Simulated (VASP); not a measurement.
## Hf: single point with PBE

Hf:

```
Hf
1.0
     3.20451    0.00000    0.00000
    -1.60225    2.77518    0.00000
     0.00000    0.00000    5.07382
Hf
2
Direct
  0.33333 0.66667 0.25000
  0.66667 0.33333 0.75000
```

| Item | Value |
| --- | --- |
| Program | VASP 6.6.1 |
| Task | single point |
| Functional | PBE |
| Potentials or basis | VASP PAW PBE potentials, release 64 (Hf_pv) |
| Cutoff | 520 eV |
| k mesh | 11 × 11 × 6 |
| Occupations | methfessel-paxton, width 1 eV |
| Spin | no spin polarisation |
| Dipole correction | no |
| Further INCAR settings | ALGO = Normal; EDIFF = 1e-06; NBANDS = 17 |

```
Pressure               : -0.7 GPa
Band gap on the k mesh : zero (band 10 reaches 6.03 eV, above the bottom of band 11 at 4.56 eV)
```

Stress tensor (GPa, compression positive):
```
-0.96  0.00  0.00
 0.00 -0.96  0.00
 0.00  0.00 -0.26
```

Levels at points of the mesh, in eV from the Fermi level:
```
           k point  band 7  band 8  band 9  band 10  band 11  band 12  band 13  band 14
(0.00, 0.00, 0.00)   -7.28   -3.62    0.68     1.24     1.24     1.52     2.05     2.05
(0.00, 0.00, 0.50)   -5.33   -5.33    0.22     0.22     1.14     1.14     1.14     1.14
```

Run time: 48 s on 1 thread of Intel Xeon 8259CL (shared host), peak memory 0.18 GiB.

Caveat: spin-orbit coupling is left out, which moves the levels of the heavy elements.
